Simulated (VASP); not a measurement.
Crystal: TlCl.

```xyz
2
Lattice="3.0420 0.0000 0.0000 0.0000 3.0420 0.0000 0.0000 0.0000 3.0420" Properties=species:S:1:pos:R:3 pbc="T T T"
Tl    0.0000    0.0000    0.0000
Cl    1.5210    1.5210    1.5210
```

* Program: VASP 6.6.1
* Task: relaxation of cell and atoms
* Functional: PBE
* Potentials or basis: VASP PAW PBE potentials, release 64 (Tl_d, Cl)
* Cutoff: 500 eV
* k mesh: 8 × 8 × 8
* Occupations: fermi-dirac, width 0.02 eV
* Spin: no spin polarisation

At the start: pressure 104.0 GPa; volume 14.08 Å³/atom.

Where does the relaxation end?

Over 24 steps the energy falls by 2456.6 meV/atom and the volume is 29.06 Å³/atom (+106.5 %); space group Pm-3m (No. 221, to 0.05 Å).

Step by step:
```
step  energy change (eV)  largest force (eV/Å)  pressure (GPa)  volume (Å³)
   1              0.0000                0.0000          103.98        28.15
   2             -4.4424                0.0000           -4.83        84.18
   3             -4.8925                0.0000            1.91        54.42
   4             -4.9098                0.0000           -0.64        59.79
   5             -4.9131                0.0000           -0.08        58.32
   6             -4.9128                0.0000            0.24        57.57
   7             -4.9128                0.0000            0.24        57.57
   8             -4.9128                0.0000            0.24        57.57
   9             -4.9128                0.0000            0.24        57.57
  10             -4.9128                0.0000            0.24        57.57
  11             -4.9128                0.0000            0.24        57.57
  12             -4.9128                0.0000            0.24        57.57
  13             -4.9128                0.0000            0.24        57.57
  14             -4.9128                0.0000            0.24        57.57
  15             -4.9128                0.0000            0.24        57.57
  16             -4.9128                0.0000            0.24        57.58
  17             -4.9128                0.0000            0.24        57.58
  18             -4.9128                0.0000            0.23        57.59
  19             -4.9128                0.0000            0.22        57.61
  20             -4.9129                0.0000            0.21        57.65
  21             -4.9130                0.0000            0.17        57.73
  22             -4.9131                0.0000            0.10        57.88
  23             -4.9132                0.0000           -0.03        58.20
  24             -4.9132                0.0000            0.00        58.13
```

Final structure:
```
CELL_PARAMETERS angstrom
3.87368 0.00000 0.00000
0.00000 3.87368 0.00000
0.00000 0.00000 3.87368
ATOMIC_POSITIONS crystal
Tl 0.00000 0.00000 0.00000
Cl 0.50000 0.50000 0.50000
```

Caveat: the volume moved by over 15 % at a fixed basis, so the end points are rough.
